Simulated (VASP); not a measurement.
Here is a VASP 6.6.1 calculation.

INCAR

```
PREC = Accurate
ENCUT = 520
EDIFF = 1E-6
ISMEAR = 0
SIGMA = 0.1
LREAL = False
LASPH = True
NELM = 80
ALGO = Normal
ISIF = 2
LWAVE = False
LCHARG = False
GGA = PE
NBANDS = 20
```

Contents of KPOINTS:

```
regular mesh
0
Gamma
  4 4 6
```

The input POSCAR:

```
Si4Cl
1.0
    3.5782451100     -3.8064745700      0.0000000000
    3.5782451100      3.8064745700      0.0000000000
    0.0000000000      0.0000000000      3.1837804900
Si Cl
4 1
Direct
    0.2796676500      0.2796676500      0.0000000000
    0.1815461400      0.8184538600      0.5000000000
    0.8184538600      0.1815461400      0.5000000000
    0.7203323500      0.7203323500      0.0000000000
    0.0000000000      0.0000000000      0.0000000000
```

Potentials or basis: VASP PAW PBE potentials, release 64 (Si, Cl).

Launch:

```sh
$ cat potpaw_PBE.64/Si/POTCAR potpaw_PBE.64/Cl/POTCAR > POTCAR
$ mpirun -np 1 vasp_std > vasp.out
```

**Question.** Estimate the pressure.

**Answer.** 23.9 GPa.

**Question.** Estimate the band gap on the k mesh.

**Answer.** Zero (an odd number of electrons rules out a gap without spin polarisation).

Stress tensor (GPa, compression positive):
```
28.02  0.00  0.00
 0.00 13.96  0.00
 0.00  0.00 29.71
```

Caveat: the cell stands under pressure; an odd number of electrons without spin polarisation forces a metal; a magnetic or distorted state may lie lower.
